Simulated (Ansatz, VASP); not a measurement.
# C: VASP beside Ansatz

```xyz
2
Lattice="0.0000 1.7801 1.7445 1.7801 0.0000 1.7445 1.7801 1.7801 0.0000" Properties=species:S:1:pos:R:3 pbc="T T T"
C     0.0000    0.0000    0.0000
C     0.8901    0.8901    0.8723
```

Change from the starting cell: uniaxial_z strain -2.0%.

Alike in both runs: task single point; functional r2SCAN; k mesh 12 × 12 × 12; no spin polarisation.

|  | VASP | Ansatz |
| --- | --- | --- |
| version | VASP 6.6.1 | Ansatz 0.2.0 |
| potentials or method | VASP PAW PBE potentials, release 64 (C) | plane waves, PAW |
| plane-wave cutoff (eV) | 520 | 500 |
| occupations | gaussian, width 0.01 eV | fixed |
| valence electrons in the cell | 8 | 8 |

```tsv
	VASP	Ansatz	Ansatz less VASP
gap on the k mesh at the Fermi level (eV)	3.86	3.89	+0.031
pressure (GPa)	10.7	9.5	-1.20
traceless stress, the component that is largest in VASP (GPa)	13.35	13.37	+0.023
```

VASP's potentials were made for PBE, not for r2SCAN.
